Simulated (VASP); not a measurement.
Set up this calculation in VASP 6.6.1, as the native input.

```
Task                   : single point
Functional             : PBE
Dispersion             : D3(BJ)
Potentials or basis    : VASP PAW PBE potentials, release 64 (O, H, C)
Cutoff                 : 520 eV
k mesh                 : 1 × 1 × 1
Occupations            : fermi-dirac, width 0.05 eV
Spin                   : no spin polarisation
Dipole correction      : no
Further INCAR settings : LREAL = Auto; ALGO = Normal; EDIFF = 1e-06; NBANDS = 50
```

The structure of H14CO8 lies in POSCAR:

```
H14CO8
1.0
    5.2690830000      0.0000000000      0.0000000000
    0.0000000000      5.2690830000      0.0000000000
    0.0000000000      0.0000000000      5.2690830000
O H C
8 14 1
Direct
    0.5778994182      0.1813977878      0.6287811371
    0.0655142460      0.9407329511      0.3791741371
    0.3501558051      0.4746746255      0.3050435911
    0.8732069698      0.4553353971      0.4585617649
    0.4195227139      0.7867782686      0.9830932631
    0.2289013098      0.2480887092      0.9414351605
    0.7788072422      0.5467744577      0.9751222366
    0.9114678968      0.9074064690      0.8336744743
    0.6836293905      0.0336870761      0.6905186348
    0.6905186348      0.3128817671      0.5318952083
    0.1118221140      0.9913679477      0.2177039155
    0.2142687826      0.9863386096      0.4860807848
    0.2101124617      0.4390707074      0.4228249963
    0.2758164941      0.3560202031      0.1295861158
    0.8905344630      0.6451407199      0.4694365224
    0.8465799457      0.4456562935      0.2764617676
    0.4052128236      0.9651964108      0.9597305641
    0.3184235283      0.6434136642      1.2310681005
    0.0754400718      0.1502158915      0.8929257710
    0.4381217756      0.2302298142      0.7626564243
    0.5966692876      0.7204858986      1.0002689272
    1.1465752200      0.6072403870      0.9060969432
    0.9527084694      0.6829841170      0.9056034987
```

One way to write it, as run:

INCAR

```
SYSTEM = H14CO8
PREC = Accurate ; ENCUT = 520
EDIFF = 1E-6 ; ISMEAR = -1
SIGMA = 0.05 ; LREAL = Auto
LASPH = .TRUE. ; NELM = 100
ALGO = Normal ; ISIF = 2
LWAVE = .FALSE. ; LCHARG = .TRUE.
GGA = PE ; IVDW = 12
LELF = .TRUE. ; LVHAR = .TRUE.
NBANDS = 50
```

KPOINTS

```
regular mesh
0
G
  1 1 1
  0 0 0
```

Potentials or basis: VASP PAW PBE potentials, release 64 (O, H, C).

Launch:

```console
$ cat potpaw_PBE.64/O/POTCAR potpaw_PBE.64/H/POTCAR potpaw_PBE.64/C/POTCAR > POTCAR
$ mpirun -np 1 vasp_gam > vasp.out
```

Results of the run:

```
Pressure                   : 17.6 GPa
Largest force              : 3.213 eV/Å
Band gap on the k mesh     : 5.09 eV
Dispersion energy per atom : -0.063 eV
```

Caveat: the k points lie up to 1.19 Å⁻¹ apart.

It took 34 s on 1 thread of Intel(R) Xeon(R) Platinum 8259CL CPU @ 2.50GHz (Skylake/Cascade Lake), with other jobs on the host, peak memory 0.27 GiB.
